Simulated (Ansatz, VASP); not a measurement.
**One calculation of Zr3O, two programs**

The input INCAR:

```
PREC = Accurate ; ENCUT = 520
EDIFF = 1E-7 ; ISMEAR = 0
SIGMA = 0.15 ; LREAL = False
LASPH = True ; NELM = 100
ALGO = Normal ; ISIF = 2
LWAVE = False ; LCHARG = False
GGA = PS ; NBANDS = 52
```

KPOINTS

```
regular mesh
0
Gamma
  9 9 8
```

Contents of POSCAR:

```
Zr3O
1.0
    5.8497104291      0.0000000000      0.0000000000
   -2.9248552145      5.0659978364      0.0000000000
    0.0000000000      0.0000000000      4.6984874166
Zr O
6 2
Direct
    0.3596178438      0.0000000000      0.0000000000
    0.3596178438      0.3596178438      0.5000000000
    0.0000000000      0.3596178438      0.0000000000
    0.6403821562      0.0000000000      0.5000000000
    0.6403821562      0.6403821562      0.0000000000
    0.0000000000      0.6403821562      0.5000000000
    0.3333333333      0.6666666667      0.2500000000
    0.6666666667      0.3333333333      0.7500000000
```

Input for Ansatz:

```yaml
crystal:
  lattice:
    - [5.8497104291, 0.0, 0.0]
    - [-2.9248552145, 5.0659978364, 0.0]
    - [0.0, 0.0, 4.6984874166]
  atoms:
    - { symbol: Zr, position: [0.3596178438, 0.0, 0.0] }
    - { symbol: Zr, position: [0.3596178438, 0.3596178438, 0.5] }
    - { symbol: Zr, position: [0.0, 0.3596178438, 0.0] }
    - { symbol: Zr, position: [0.6403821562, 0.0, 0.5] }
    - { symbol: Zr, position: [0.6403821562, 0.6403821562, 0.0] }
    - { symbol: Zr, position: [0.0, 0.6403821562, 0.5] }
    - { symbol: O, position: [0.3333333333, 0.6666666667, 0.25] }
    - { symbol: O, position: [0.6666666667, 0.3333333333, 0.75] }
basis:
  ecutwfc: 520.0
kpoints:
  mp_grid: { grid: [9, 9, 8] }
hamiltonian:
  xc: pbesol
  pseudopotentials: { kind: paw, azcp: { folder: soft_1 } }
scf:
  occupations: { method: gaussian, width: 0.15 }
output:
  forces: true
  stress: true
  eigenvalues: true
```

Alike in both runs: task single point; functional PBEsol; k mesh 9 × 9 × 8; occupations gaussian, width 0.15 eV; no spin polarisation.

|  | VASP | Ansatz |
| --- | --- | --- |
| version | VASP 6.6.1 | Ansatz 0.2.0 |
| potentials or method | VASP PAW PBE potentials, release 64 (Zr_sv, O), cutoff 520 eV | scalar-relativistic, plane waves, PAW |
| valence electrons in the cell | 84 | 84 |

Ansatz gave:

| Item | Value |
| --- | --- |
| gap on the k mesh at the Fermi level (eV) | none |
| pressure (GPa) | 5.1 |
| traceless stress, the component that is largest in VASP (GPa) | 14.46 |
| rms of the force components (eV/Å) | 0.636 |

**Question.** Which values does VASP return?

**Answer.** gap on the k mesh at the Fermi level (eV): none; pressure (GPa): 5.3; traceless stress, the component that is largest in VASP (GPa): 14.47; rms of the force components (eV/Å): 0.646.

VASP's potentials were made for PBE, not for PBEsol, and Ansatz warns of the same on its side. Atom by atom the forces differ by 0.010 eV/Å (rms over components). A gap of «none» marks a metal or a gap that the smearing closes.
